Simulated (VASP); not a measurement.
A run of VASP 6.6.1:

The input INCAR:

```
SYSTEM = SiC3
PREC = Accurate ; ENCUT = 520
EDIFF = 1E-6 ; ISMEAR = 0
SIGMA = 0.1 ; LREAL = .FALSE.
LASPH = .TRUE. ; NELM = 150
ALGO = Normal ; ISIF = 2
LWAVE = .FALSE. ; LCHARG = .FALSE.
ISPIN = 2 ; MAGMOM = 0 1 1 1
LORBIT = 11 ; GGA = PE
NBANDS = 20
```

Contents of KPOINTS:

```
regular mesh
0
G
  6 6 6
  0 0 0
```

POSCAR

```
SiC3
1.0
    3.5756617821      0.0000000000      0.0000000000
    0.0000000000      3.5756617821      0.0000000000
    0.0000000000      0.0000000000      3.4043554892
Si C
1 3
Direct
    0.0000000000      0.0000000000      0.0000000000
    0.5000000000      0.5000000000      0.1987646050
    0.0000000000      0.0000000000      0.5000000000
    0.5000000000      0.5000000000      0.8012353950
```

Potentials or basis: VASP PAW PBE potentials, release 64 (Si, C).

Launch:

```sh
$ cat potpaw_PBE.64/Si/POTCAR potpaw_PBE.64/C/POTCAR > POTCAR
$ mpirun -np 1 vasp_std > vasp.out
```

Hardware: 1 thread of Intel Xeon 8259CL (shared host).

**Question.** Estimate the wall time of this run.

**Answer.** Wall time 120 s on 1 thread of Intel Xeon 8259CL (shared host), peak memory 0.19 GiB. Counts: scf iterations 15, k points 40.
